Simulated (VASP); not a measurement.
# AlN (P6_3/mmc) in VASP: a series of runs

AlN is run at these levels: PBEsol; tasks: single point.

All numbers are computed with VASP 6.6.1; they aren't measurements. Logs are shortened: lines on timing, memory, paths and dates and some standing lists are left out, and cuts for length are marked.

### 1 The cell of the first run

It takes space group P6_3/mmc (No. 194, hexagonal). The conventional cell has a = 3.341 Å, b = 3.341 Å, c = 4.099 Å, α = 90.00°, β = 90.00°, γ = 120.00°. Al (site symmetry -6m2) has 5 N at 1.93 to 2.05 Å within 2.6 Å. N (site symmetry -6m2) has 5 Al at 1.93 to 2.05 Å within 2.6 Å.

### 2 Single point, PBEsol

INCAR

```
SYSTEM = AlN
PREC = Accurate ; ENCUT = 520
EDIFF = 1E-6 ; ISMEAR = 0
SIGMA = 0.05 ; LREAL = .False.
LASPH = .True. ; NELM = 100
ALGO = Normal ; ISIF = 2
LWAVE = .False. ; LCHARG = .False.
GGA = PS ; NBANDS = 16
```

KPOINTS

```
Automatic mesh
0
Gamma
  9 9 6
  0 0 0
```

POSCAR

```
AlN
1.0
    3.3411000000      0.0000000000      0.0000000000
   -1.6705500000      2.8934774766      0.0000000000
    0.0000000000      0.0000000000      4.0986000000
Al N
2 2
Direct
    0.3333333333      0.6666666667      0.7500000000
    0.6666666667      0.3333333333      0.2500000000
    0.3333333333      0.6666666667      0.2500000000
    0.6666666667      0.3333333333      0.7500000000
```

Potentials or basis: VASP PAW PBE potentials, release 64 (Al, N).

The run is started by

```bash
$ cat potpaw_PBE.64/Al/POTCAR potpaw_PBE.64/N/POTCAR > POTCAR
$ mpirun -np 1 vasp_std > vasp.out
```

OUTCAR:

```text
SYSTEM = AlN
   PREC = Accurate
   ENCUT = 520
   EDIFF = 1E-6
   ISMEAR = 0
   LREAL = .False.
   LASPH = .True.
   NELM = 100
   ISIF = 2
   GGA = PS

 ion  position               nearest neighbor table
   1  0.333  0.667  0.750-   4 1.93   4 1.93   4 1.93   3 2.05   3 2.05   2 2.81   2 2.81   2 2.81
                             2 2.81   2 2.81   2 2.81
   2  0.667  0.333  0.250-   3 1.93   3 1.93   3 1.93   4 2.05   4 2.05   1 2.81   1 2.81   1 2.81
                             1 2.81   1 2.81   1 2.81
   3  0.333  0.667  0.250-   2 1.93   2 1.93   2 1.93   1 2.05   1 2.05
   4  0.667  0.333  0.750-   1 1.93   1 1.93   1 1.93   2 2.05   2 2.05

  LATTYP: Found a hexagonal cell.
 ALAT       =     3.3411000000
 C/A-ratio  =     1.2267217383

  Lattice vectors:

 A1 = (   3.3411000000,   0.0000000000,   0.0000000000)
 A2 = (  -1.6705500000,   2.8934774766,   0.0000000000)
 A3 = (   0.0000000000,   0.0000000000,   4.0986000000)

Analysis of symmetry for initial positions (statically):
=====================================================================
 Subroutine PRICEL returns:
 Original cell was already a primitive cell.

 Routine SETGRP: Setting up the symmetry group for a
 hexagonal supercell.

 Subroutine GETGRP returns: Found 24 space group operations
 (whereof 12 operations were pure point group operations)
 out of a pool of 24 trial point group operations.

The static configuration has the point symmetry D_3d.
 The point group associated with its full space group is D_6h.

Analysis of symmetry for dynamics (positions and initial velocities):
=====================================================================
 Subroutine PRICEL returns:
 Original cell was already a primitive cell.

 Routine SETGRP: Setting up the symmetry group for a
 hexagonal supercell.

 Subroutine GETGRP returns: Found 24 space group operations
 (whereof 12 operations were pure point group operations)
 out of a pool of 24 trial point group operations.

The dynamic configuration has the point symmetry D_3d.
 The point group associated with its full space group is D_6h.

 Subroutine INISYM returns: Found 24 space group operations
 (whereof 12 operations are pure point group operations),
 and found     1 'primitive' translations

----------------------------------------------------------------------------------------

                                     Primitive cell

  volume of cell :      39.6228

  direct lattice vectors                    reciprocal lattice vectors
     3.341100000  0.000000000  0.000000000     0.299302625  0.172802451  0.000000000
    -1.670550000  2.893477477  0.000000000     0.000000000  0.345604902  0.000000000
     0.000000000  0.000000000  4.098600000     0.000000000  0.000000000  0.243985751

  length of vectors
     3.341100000  3.341100000  4.098600000     0.345604902  0.345604902  0.243985751

  position of ions in fractional coordinates (direct lattice)
     0.333333333  0.666666667  0.750000000
     0.666666667  0.333333333  0.250000000
     0.333333333  0.666666667  0.250000000
     0.666666667  0.333333333  0.750000000

  ion indices of the primitive-cell ions
   primitive index   ion index
                 1           1
                 2           2
                 3           3
                 4           4

----------------------------------------------------------------------------------------

 KPOINTS: Automatic mesh

Automatic generation of k-mesh.
 Grid dimensions read from file:
 generate k-points for:    9    9    6

 Generating k-lattice:

  Cartesian coordinates                     Fractional coordinates (reciprocal lattice)
     0.033255847  0.019200272  0.000000000     0.111111111  0.000000000  0.000000000
     0.000000000  0.038400545  0.000000000     0.000000000  0.111111111  0.000000000
     0.000000000  0.000000000  0.040664292     0.000000000  0.000000000  0.166666667

  Length of vectors
     0.038400545  0.038400545  0.040664292

  Shift w.r.t. Gamma in fractional coordinates (k-lattice)
     0.000000000  0.000000000  0.000000000

 Subroutine IBZKPT returns following result:
 ===========================================

 Found     48 irreducible k-points:

 Following reciprocal coordinates:
            Coordinates               Weight
  0.000000  0.000000  0.000000      1.000000
  0.111111  0.000000  0.000000      6.000000
  0.222222  0.000000  0.000000      6.000000
  0.333333  0.000000  0.000000      6.000000
  0.444444  0.000000  0.000000      6.000000
  0.111111  0.111111  0.000000      6.000000
[... 16 lines left out ...]
  0.333333  0.222222  0.166667     24.000000
  0.333333  0.333333  0.166667      4.000000
 [... further k-points ...]
   k-points           NKPTS =     48   k-points in BZ     NKDIM =     48   number of bands    NBANDS=     16
   number of dos      NEDOS =    301   number of ions     NIONS =      4
   total plane-waves  NPLWV =  23520
   dimension x,y,z NGX =    28 NGY =   28 NGZ =   30
   dimension x,y,z NGXF=    56 NGYF=   56 NGZF=   60
   ions per type =               2   2
   NGX,Y,Z   is equivalent  to a cutoff of  13.93, 13.93, 12.17 a.u.
   NGXF,Y,Z  is equivalent  to a cutoff of  27.86, 27.86, 24.34 a.u.
 SYSTEM =  AlN
   PREC   = accura    normal or accurate (medium, high low for compatibility)
   ISTART =      0    job   : 0-new  1-cont  2-samecut
   ICHARG =      2    charge: 1-file 2-atom 10-const
   ISPIN  =      1    spin polarized calculation?
   LNONCOLLINEAR =      F non collinear calculations
   LSORBIT =      F    spin-orbit coupling
   LASPH  =      T    aspherical Exc in radial PAW
   ENCUT  =  520.0 eV  38.22 Ry    6.18 a.u.   6.21  6.21  7.62*2*pi/ulx,y,z
   NELM   =    100;   NELMIN=  2; NELMDL= -5     # of ELM steps
   EDIFF  = 0.1E-05   stopping-criterion for ELM
   LREAL  =      F    real-space projection
   EDIFFG = 0.1E-04   stopping-criterion for IOM
   NSW    =      0    number of steps for IOM
   IBRION =     -1    ionic relax: 0-MD 1-quasi-New 2-CG
   NFREE  =      0    steps in history (QN), initial steepest desc. (CG)
   ISIF   =      2    stress and relaxation
   ISYM   =      2    0-nonsym 1-usesym 2-fastsym
   POTIM  = 0.5000    time-step for ionic-motion
   TEBEG  =    0.0;   TEEND  =   0.0 temperature during run
   PSTRESS=    0.0 pullay stress
   NELECT =      16.0000    total number of electrons
   NUPDOWN=      -1.0000    fix difference up-down
   EMIN   =  10.00;   EMAX   =-10.00  energy-range for DOS
   EFERMI =   0.00;   METHOD = LEGACY
   ISMEAR =     0;   SIGMA  =   0.05  broadening in eV -4-tet -1-fermi 0-gaus
   EFERMI_NEDOS =   21; number of points for ismear=-14 and -15
   IALGO  =     38    algorithm
   IMIX   =      4    mixing-type and parameters
     AMIX     =   0.40;   BMIX     =  1.00
     AMIX_MAG =   1.60;   BMIX_MAG =  1.00
  volume/ion in A,a.u.               =       9.91        66.85
  Fermi-wavevector in a.u.,A,eV,Ry     =   1.210040  2.286644 19.921612  1.464197
  Thomas-Fermi vector in A             =   2.345599
   LORBIT       =      0    0 simple, 1 ext, 2 COOP (PROOUT), +10 PAW based schemes
   GGA     = PS    functional components
   LHFCALC =     F    Hartree Fock is set to
   AEXX    =    0.0000 exact exchange contribution
   IVDW    =     0    specifies the selected vdW correction
   LEPSILON=     F    determine dielectric tensor
   LRPA    =     F    only Hartree local field effects (RPA)
 non-spin polarized calculation
 Gauss-broadening in eV      SIGMA  =   0.05
  energy-cutoff  :      520.00
  volume of cell :       39.62
 maximum number of plane-waves:      1086
 NGX is ok and might be reduce to    28
   NGX = 13   NGY = 13   NGZ = 15

 number of electron      16.0000002 magnetization

 Free energy of the ion-electron system (eV)
  ---------------------------------------------------
  ext. energy  EPLUGINS =         0.00000000
  ---------------------------------------------------
  free energy    TOTEN  =       -30.93174922 eV

  energy without entropy =      -30.93174922  energy(sigma->0) =      -30.93174922

 E-fermi :   8.0132     XC(G=0): -11.3656

 val. band max:        7.7693663673   @ k =   0.0000   0.0000   0.0000
 cond. band min:      11.0700286382   @ k =   0.0000   0.0000   0.0000
 fundamental gap:      3.3006622709
 Fermi energy:         8.0132363484

 k-point     1 :       0.0000    0.0000    0.0000
  band No.  band energies     occupation
      1      -8.9158      2.00000
      2      -5.0660      2.00000
      3       1.0102      2.00000
      4       4.5039      2.00000
      5       4.5039      2.00000
      6       6.3304      2.00000
[... 8 lines left out ...]
     15      19.5814      0.00000
     16      19.5814      0.00000

 k-point     2 :       0.1111    0.0000    0.0000
  band No.  band energies     occupation
      1      -8.7770      2.00000
      2      -5.0764      2.00000
      3       1.1572      2.00000
      4       4.0257      2.00000
      5       4.3010      2.00000
      6       5.8444      2.00000
[... 8 lines left out ...]
     15      19.0263      0.00000
     16      19.4357      0.00000

 k-point     3 :       0.2222    0.0000    0.0000
  band No.  band energies     occupation
      1      -8.3782      2.00000
      2      -5.1511      2.00000
      3       1.5857      2.00000
      4       2.9919      2.00000
      5       3.8881      2.00000
      6       4.9789      2.00000
[... 8 lines left out ...]
     15      18.1108      0.00000
     16      20.3948      0.00000
[... 362 lines left out ...]
 k-point    23 :       0.3333    0.2222    0.1667
  band No.  band energies     occupation
      1      -6.7699      2.00000
      2      -5.9383      2.00000
      3       1.3009      2.00000
      4       2.0588      2.00000
      5       2.8420      2.00000
      6       4.6970      2.00000
[... 8 lines left out ...]
     15      19.5627      0.00000
     16      21.1537      0.00000

 k-point    24 :       0.3333    0.3333    0.1667
  band No.  band energies     occupation
      1      -6.3065      2.00000
      2      -6.3065      2.00000
      3       1.2781      2.00000
      4       2.3041      2.00000
      5       2.3041      2.00000
      6       5.0406      2.00000
[... 8 lines left out ...]
     15      19.1142      0.00000
     16      21.0030      0.00000

 [... further k-points ...]

------------------------ aborting loop because EDIFF is reached ----------------------------------------

  FORCE on cell =-STRESS in cart. coord.  units (eV):
  Direction    XX          YY          ZZ          XY          YZ          ZX
  --------------------------------------------------------------------------------------
  -------------------------------------------------------------------------------------
  Total       -1.1897721     -1.1897721     -0.0160608      0.0000000      0.0000000      0.0000000
  in kB      -48.1093218    -48.1093218     -0.6494300      0.0000000      0.0000000      0.0000000
  external PRESSURE =     -32.2893579 kB  Pullay stress =       0.0000000 kB

 VOLUME and BASIS-vectors are now :
 -----------------------------------------------------------------------------
  energy-cutoff  :      520.00
  volume of cell :       39.62
      direct lattice vectors                 reciprocal lattice vectors
     3.341100000  0.000000000  0.000000000     0.299302625  0.172802451  0.000000000
    -1.670550000  2.893477477  0.000000000     0.000000000  0.345604902  0.000000000
     0.000000000  0.000000000  4.098600000     0.000000000  0.000000000  0.243985751

 POSITION                                       TOTAL-FORCE (eV/Angst)
 -----------------------------------------------------------------------------------
     -0.00000      1.92898      3.07395         0.000000     -0.000000      0.000000
      1.67055      0.96449      1.02465         0.000000      0.000000      0.000000
     -0.00000      1.92898      1.02465        -0.000000      0.000000      0.000000
      1.67055      0.96449      3.07395         0.000000      0.000000      0.000000
 -----------------------------------------------------------------------------------
    total drift:                               -0.000000      0.000000     -0.000000

  FREE ENERGIE OF THE ION-ELECTRON SYSTEM (eV)
  ---------------------------------------------------
  free  energy   TOTEN  =       -30.9317492205 eV

  energy  without entropy=      -30.9317492205  energy(sigma->0) =      -30.93174922
```

Wall time 13 s (1 thread of Intel Xeon 6975P-C (Granite Rapids), shared host); peak memory 0.16 GiB.

What came out:

- Free energy: -30.9317 eV
- Pressure: -3.2 GPa
- Band gap on the k mesh: 3.30 eV, direct

Levels at points of the mesh, in eV from the valence-band top:
```
           k point  band 5  band 6  band 7  band 8  band 9  band 10  band 11  band 12
(0.00, 0.00, 0.00)   -3.27   -1.44   -1.44    0.00    3.30     4.38     8.12     8.12
(0.00, 0.00, 0.50)   -2.39   -2.39   -2.39   -2.39    5.69     5.69     8.25     8.25
```

Caveat: the PAW data sets were made with another functional, which shifts forces and pressure a little.

### 3 Single point, PBEsol

This run uses another cell than the first one, of 10.01 Å³/atom, 1.011 times its volume.

INCAR

```
ALGO     = Normal         # electronic algorithm
EDIFF    = 1E-6           # SCF threshold, eV
ENCUT    = 520            # plane-wave cutoff, eV
GGA      = PS             # functional
ISIF     = 2              # what is computed and relaxed
ISMEAR   = 0              # smearing method
LASPH    = T              # aspherical terms in the spheres
LCHARG   = F              # write CHGCAR
LREAL    = F              # projectors in reciprocal space
LWAVE    = F              # write WAVECAR
NBANDS   = 16             # bands
NELM     = 60             # most SCF steps
PREC     = Accurate       # precision mode
SIGMA    = 0.05           # smearing width, eV
```

KPOINTS

```
k-points
0
Gamma
  9 9 6
```

POSCAR

```
AlN
1.0
    3.2618000000      0.0000000000      0.0000000000
   -1.6309000000      2.8248016620      0.0000000000
    0.0000000000      0.0000000000      4.3470000000
Al N
2 2
Direct
    0.3333333333      0.6666666667      0.7500000000
    0.6666666667      0.3333333333      0.2500000000
    0.3333333333      0.6666666667      0.2500000000
    0.6666666667      0.3333333333      0.7500000000
```

Potentials or basis: VASP PAW PBE potentials, release 64 (Al, N).

The run is started by

```bash
$ cat potpaw_PBE.64/Al/POTCAR potpaw_PBE.64/N/POTCAR > POTCAR
$ mpirun -np 1 vasp_std > vasp.out
```

Wall time 8.5 s (1 thread of Intel Xeon 6975P-C (Granite Rapids), shared host); peak memory 0.15 GiB.

It converged, with:

```
Free energy            : -30.8866 eV
Pressure               : -2.5 GPa
Band gap on the k mesh : 3.01 eV, direct
```

Stress tensor (GPa, compression positive):
```
 0.67  0.00  0.00
 0.00  0.67  0.00
 0.00  0.00 -8.73
```

Levels at points of the mesh, in eV from the valence-band top:
```
           k point  band 6  band 7  band 8  band 9  band 10  band 11
(0.00, 0.00, 0.00)   -1.88   -1.88    0.00    3.01     4.39     8.26
(0.00, 0.00, 0.50)   -2.61   -2.61   -2.61    5.42     5.42     8.51
```

Caveat: the PAW data sets were made with another functional, which shifts forces and pressure a little. A hybrid or GW would open this gap; PBEsol tends to underestimate it.

(Part 1 of 2 ends here.)
